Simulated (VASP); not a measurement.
# MnS (Fm-3m) in VASP: notebook, part 2 of 2

VASP 6.6.1.

## Step 4: Single point, PBE, collinear spin, ferromagnetic start

INCAR reads:

```
PREC = Accurate ; ENCUT = 520
EDIFF = 1E-6 ; ISMEAR = -1
SIGMA = 0.15 ; LREAL = F
LASPH = T ; NELM = 150
ALGO = Normal ; ISIF = 2
LWAVE = F ; LCHARG = F
ISPIN = 2 ; MAGMOM = 2.8 0
LORBIT = 11 ; LMAXMIX = 4
GGA = PE ; NBANDS = 20
```

KPOINTS reads:

```
Automatic mesh
0
Gamma
  9 9 9
```

POSCAR reads:

```
MnS
1.0
    0.0000000000      2.6045000000      2.6045000000
    2.6045000000      0.0000000000      2.6045000000
    2.6045000000      2.6045000000      0.0000000000
Mn S
1 1
Direct
    0.0000000000      0.0000000000      0.0000000000
    0.5000000000      0.5000000000      0.5000000000
```

Potentials or basis: VASP PAW PBE potentials, release 64 (Mn_pv, S).

Launch:

```bash
$ cat potpaw_PBE.64/Mn_pv/POTCAR potpaw_PBE.64/S/POTCAR > POTCAR
$ mpirun -np 1 vasp_std > vasp.out
```

OUTCAR:

```text
PREC = Accurate
   ENCUT = 520
   EDIFF = 1E-6
   ISMEAR = -1
   LREAL = F
   LASPH = T
   NELM = 150
   ISIF = 2
   ISPIN = 2
   LORBIT = 11
   GGA = PE

 ion  position               nearest neighbor table
   1  0.000  0.000  0.000-   2 2.60   2 2.60   2 2.60   2 2.60   2 2.60   2 2.60
   2  0.500  0.500  0.500-   1 2.60   1 2.60   1 2.60   1 2.60   1 2.60   1 2.60

  LATTYP: Found a face centered cubic cell.
 ALAT       =     5.2090000000

  Lattice vectors:

[... 1317 lines left out ...]
  in kB      -33.9974559    -33.9974559    -33.9974559     -0.0000000     -0.0000000      0.0000000
  external PRESSURE =     -33.9974559 kB  Pullay stress =       0.0000000 kB

 VOLUME and BASIS-vectors are now :
 -----------------------------------------------------------------------------
  energy-cutoff  :      520.00
  volume of cell :       35.33
      direct lattice vectors                 reciprocal lattice vectors
     0.000000000  2.604500000  2.604500000    -0.191975427  0.191975427  0.191975427
     2.604500000  0.000000000  2.604500000     0.191975427 -0.191975427  0.191975427
     2.604500000  2.604500000  0.000000000     0.191975427  0.191975427 -0.191975427

 POSITION                                       TOTAL-FORCE (eV/Angst)
 -----------------------------------------------------------------------------------
      0.00000      0.00000      0.00000        -0.000000     -0.000000     -0.000000
      2.60450      2.60450      2.60450         0.000000      0.000000      0.000000
 -----------------------------------------------------------------------------------
    total drift:                               -0.000000      0.000000      0.000000

  FREE ENERGIE OF THE ION-ELECTRON SYSTEM (eV)
  ---------------------------------------------------
  free  energy   TOTEN  =       -14.0982881679 eV

  energy  without entropy=      -14.0302981995  energy(sigma->0) =      -14.06429318

 total charge

# of ion       s       p       d       tot
------------------------------------------
    1        0.214   6.161   4.934  11.309
    2        1.328   2.397   0.000   3.724
--------------------------------------------------
tot          1.542   8.558   4.934  15.034

 magnetization (x)

# of ion       s       p       d       tot
------------------------------------------
    1        0.051   0.038   4.131   4.220
    2        0.026   0.070   0.000   0.096
--------------------------------------------------
tot          0.077   0.108   4.131   4.315
```

OSZICAR:

```text
N       E                     dE             d eps       ncg     rms          rms(c)
DAV:   1     0.152534987316E+03    0.15253E+03   -0.99912E+03  2824   0.971E+02
DAV:   2    -0.667702805499E+01   -0.15921E+03   -0.15012E+03  2924   0.283E+02
DAV:   3    -0.147892192370E+02   -0.81122E+01   -0.79912E+01  3288   0.690E+01
DAV:   4    -0.148882420378E+02   -0.99023E-01   -0.98950E-01  3152   0.778E+00
DAV:   5    -0.148896849958E+02   -0.14430E-02   -0.14429E-02  3180   0.992E-01    0.128E+01
DAV:   6    -0.143894459328E+02    0.50024E+00   -0.77661E+00  3112   0.312E+01    0.126E+01
DAV:   7    -0.140880886539E+02    0.30136E+00   -0.12084E+00  3044   0.157E+01    0.646E+00
DAV:   8    -0.141041172393E+02   -0.16029E-01   -0.52565E-02  3136   0.204E+00    0.366E+00
DAV:   9    -0.140916711979E+02    0.12446E-01   -0.38194E-02  3072   0.166E+00    0.104E+00
DAV:  10    -0.140974111707E+02   -0.57400E-02   -0.99558E-03  2960   0.922E-01    0.414E-01
DAV:  11    -0.140982007297E+02   -0.78956E-03   -0.13257E-03  3128   0.336E-01    0.143E-01
DAV:  12    -0.140982433549E+02   -0.42625E-04   -0.25332E-04  3164   0.124E-01    0.899E-02
DAV:  13    -0.140982713761E+02   -0.28021E-04   -0.25284E-05  2988   0.494E-02    0.532E-02
DAV:  14    -0.140982872630E+02   -0.15887E-04   -0.12997E-05  2956   0.290E-02    0.138E-02
DAV:  15    -0.140982881679E+02   -0.90495E-06   -0.14813E-06  3124   0.113E-02
   1 F= -.14098288E+02 E0= -.14064293E+02  d E =-.679900E-01  mag=     4.6530
```

stdout:

```text
POSCAR found type information on POSCAR MnS
 POSCAR found :  2 types and       2 ions
 scaLAPACK will be used
 LDA part: xc-table for (Slater+PW92), standard interpolation
 POSCAR, INCAR and KPOINTS ok, starting setup
 FFT: planning ... GRIDC
 FFT: planning ... GRID_SOFT
 FFT: planning ... GRID
 WAVECAR not read
 entering main loop
```

It took 55 s on 1 thread of AMD EPYC 7R43 (Zen 3), shared host; peak memory 0.15 GiB.

Results:

| Property | Result |
| --- | --- |
| Free energy | -14.0983 eV |
| Pressure | -3.4 GPa |
| Net moment | 4.65 μB per cell |
| Site moments | Mn +4.22; S +0.10 μB |
| Valence electrons inside the program's atomic spheres | Mn 11.31; S 3.72 |

Caveat: the cell stands under tension; a cell with one magnetic atom can't hold antiferromagnetic order, which such compounds often take; semilocal functionals often make such compounds metallic where correlation or magnetic order opens a gap, which also shifts bond lengths. With open d or f shells a metallic result of PBE can be an artefact of self-interaction; +U or a hybrid may open a gap.

## Step 5: Overview

| k mesh | gap on the mesh (eV) | pressure (GPa) | moment (μB) |
| --- | --- | --- | --- |
| 6 × 6 × 6 | none | -3.7 | 4.63 |
| 7 × 7 × 7 | none | -3.5 | 4.65 |
| 9 × 9 × 9 | none | -3.4 | 4.65 |

Alike in all rows: task single point; level PBE; potentials or basis VASP PAW PBE potentials, release 64 (Mn_pv, S); spin collinear, ferromagnetic start; cell as given; cutoff (eV) 520; smearing fermi-dirac 0.15 eV.

Caveats: the cell stands under tension; a cell with one magnetic atom can't hold antiferromagnetic order, which such compounds often take; semilocal functionals often make such compounds metallic where correlation or magnetic order opens a gap, which also shifts bond lengths.

Absolute energies hang on the potentials; compare differences alone.
